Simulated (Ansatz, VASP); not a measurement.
# SrO in VASP and in Ansatz

Contents of POSCAR:

```
SrO
1.0
    0.0000000000      2.7922805169      2.7922805169
    2.7922805169      0.0000000000      2.7922805169
    2.7922805169      2.7922805169      0.0000000000
Sr O
1 1
Direct
    0.0000000000      0.0000000000      0.0000000000
    0.2500000000      0.2500000000      0.2500000000
```

Contents of INCAR.step1:

```
ALGO = Normal
EDIFF = 1E-5
ENCUT = 520
GGA = PE
ISIF = 2
ISMEAR = 0
LASPH = True
LCHARG = False
LREAL = False
LWAVE = True
NBANDS = 15
NELM = 60
PREC = Accurate
SIGMA = 0.01
```

INCAR.step2

```
ALGO = Normal
EDIFF = 1E-7
ENCUT = 520
GGA = PE
HFSCREEN = 0.2079
ISIF = 2
ISMEAR = 0
ISTART = 1
LASPH = True
LCHARG = False
LHFCALC = True
LREAL = False
LWAVE = False
NBANDS = 15
NELM = 60
PREC = Accurate
PRECFOCK = Normal
SIGMA = 0.01
```

Contents of KPOINTS:

```
k-points
0
Gamma
  4 4 4
```

Input for Ansatz:

```yaml
crystal:
  lattice:
    - [0.0, 2.7922805169, 2.7922805169]
    - [2.7922805169, 0.0, 2.7922805169]
    - [2.7922805169, 2.7922805169, 0.0]
  atoms:
    - { symbol: Sr, position: [0.0, 0.0, 0.0] }
    - { symbol: O, position: [0.25, 0.25, 0.25] }
kpoints:
  mp_grid: { grid: [4, 4, 4] }
  band_path:
    path:
      - [0.0, 0.0, 0.0]
      - [-0.5, -0.5, 0.0]
      - [-0.375, -0.375, 0.25]
      - [-0.375, 0.0, 0.375]
      - [0.0, 0.0, 0.5]
      - [-0.5, -0.25, 0.25]
      - [0.25, -0.5, -0.25]
    npoints: 1
hamiltonian:
  xc: hse06
scf:
  occupations: { method: fixed }
  n_extra_bands: 4
output:
  forces: true
  stress: true
  eigenvalues: true
  write_density: true
  write_potential: true
  elf: true
  volumetric_format: npy
```

Alike in both runs: task single point; functional HSE06; k mesh 4 × 4 × 4; no spin polarisation.

|  | VASP | Ansatz |
| --- | --- | --- |
| version | VASP 6.6.1 | Ansatz 0.2.0 |
| potentials or method | VASP PAW PBE potentials, release 64 (Sr_sv, O) | plane waves, PAW |
| plane-wave cutoff (eV) | 520 | 420 |
| occupations | gaussian, width 0.01 eV | fixed |
| valence electrons in the cell | 16 | 16 |

```csv
,VASP,Ansatz,Ansatz less VASP
gap on the k mesh at the Fermi level (eV),3.86,3.85,-0.004
pressure (GPa),0.1,-0.4,-0.48
```

Ansatz's warnings: stress exchange threshold loose, stress scf threshold loose.

The k mesh is coarse, so the values compare programs but aren't converged.
